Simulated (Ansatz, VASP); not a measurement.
## Two plane-wave programs on Ge

Contents of INCAR:

```
SYSTEM = Ge
ALGO = Normal
EDIFF = 1E-6
ENCUT = 520
GGA = PE
ISIF = 2
ISMEAR = -1
LASPH = .True.
LCHARG = .False.
LREAL = .False.
LWAVE = .False.
NBANDS = 21
NELM = 100
PREC = Accurate
SIGMA = 0.05
```

File KPOINTS:

```
k-points
0
Gamma
  9 9 9
  0 0 0
```

The input POSCAR:

```
Ge
1.0
    0.0000000000      2.8744485395      2.8744485395
    2.8744485395      0.0000000000      2.8744485395
    2.8744485395      2.8744485395      0.0000000000
Ge
2
Direct
   -0.2600000000     -0.0800000000     -0.0800000000
    0.2600000000      0.0800000000      0.0800000000
```

Input for Ansatz:

```yaml
crystal:
  lattice:
    - [0.0, 2.8744485395, 2.8744485395]
    - [2.8744485395, 0.0, 2.8744485395]
    - [2.8744485395, 2.8744485395, 0.0]
  atoms:
    - { symbol: Ge, position: [-0.26, -0.08, -0.08] }
    - { symbol: Ge, position: [0.26, 0.08, 0.08] }
kpoints:
  mp_grid: { grid: [9, 9, 9] }
scf:
  occupations: { method: fermi_dirac, width: 0.05 }
hamiltonian:
  xc: pbe
  pseudopotentials: { kind: nc }
output:
  forces: true
  stress: true
  eigenvalues: true
  populations: true
```

Change from the starting cell: shortest bond scaled by 0.64, norm-conserving files.

Alike in both runs: task single point; functional PBE; k mesh 9 × 9 × 9; occupations fermi-dirac, width 0.05 eV; no spin polarisation.

|  | VASP | Ansatz |
| --- | --- | --- |
| version | VASP 6.6.1 | Ansatz 0.2.0 |
| potentials or method | VASP PAW PBE potentials, release 64 (Ge_d) | norm-conserving pseudopotentials, scalar-relativistic |
| plane-wave cutoff (eV) | 520 | 1061 |
| valence electrons in the cell | 28 | 28 |

```tsv
	VASP	Ansatz	Ansatz less VASP
pressure (GPa)	67.1	65.1	-2.02
traceless stress, the component that is largest in VASP (GPa)	-70.40	-68.59	+1.811
rms of the force components (eV/Å)	23.593	23.086	-0.5070
```

Atom by atom the forces differ by 0.507 eV/Å (rms over components). Both programs put the cell under a high pressure, so it lies far from rest at this level. With one functional, cell and mesh, what is left measures potentials, basis and numerics.

Noted on VASP's run: the cell as given lies far from equilibrium.
